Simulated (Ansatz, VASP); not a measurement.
Two plane-wave programs on Si2Ni

```xyz
9
Lattice="2.6957 -2.6957 0.0000 2.6957 0.0000 -2.6957 5.8244 5.8244 5.8244" Properties=species:S:1:pos:R:3 pbc="T T T"
Si    5.8408    0.4494    0.4494
Si    3.1451   -2.2463    0.4494
Si    5.8408    3.1451    3.1451
Si    8.5365    3.1451    3.1451
Si    5.8408    0.4494    3.1451
Si    3.1451    0.4494    0.4494
Ni    4.4929    1.7972    1.7972
Ni    4.4929   -0.8985   -0.8985
Ni    7.1886    1.7972    4.4929
```

Alike in both runs: task single point; functional PBEsol; k mesh 14 × 14 × 5; occupations gaussian, width 0.15 eV; no spin polarisation.

|  | VASP | Ansatz |
| --- | --- | --- |
| version | VASP 6.6.1 | Ansatz 0.2.0 |
| potentials or method | VASP PAW PBE potentials, release 64 (Si, Ni), cutoff 520 eV | scalar-relativistic, plane waves, PAW |
| valence electrons in the cell | 54 | 78 |

VASP gave:

| Quantity | Value |
| --- | --- |
| gap on the k mesh at the Fermi level (eV) | none |
| pressure (GPa) | -4.2 |
| traceless stress, the component that is largest in VASP (GPa) | -0.87 |
| rms of the force components (eV/Å) | 0.255 |

Problem. Estimate Ansatz's values.

Solution. gap on the k mesh at the Fermi level (eV): none; pressure (GPa): -4.3; traceless stress, the component that is largest in VASP (GPa): -0.84; rms of the force components (eV/Å): 0.253.

VASP's potentials were made for PBE, not for PBEsol. Atom by atom the forces differ by 0.004 eV/Å (rms over components). A gap of «none» marks a metal or a gap that the smearing closes. VASP's potentials hold 54 valence electrons a cell and Ansatz's 78, so a difference there can come from the potentials and not from the codes.
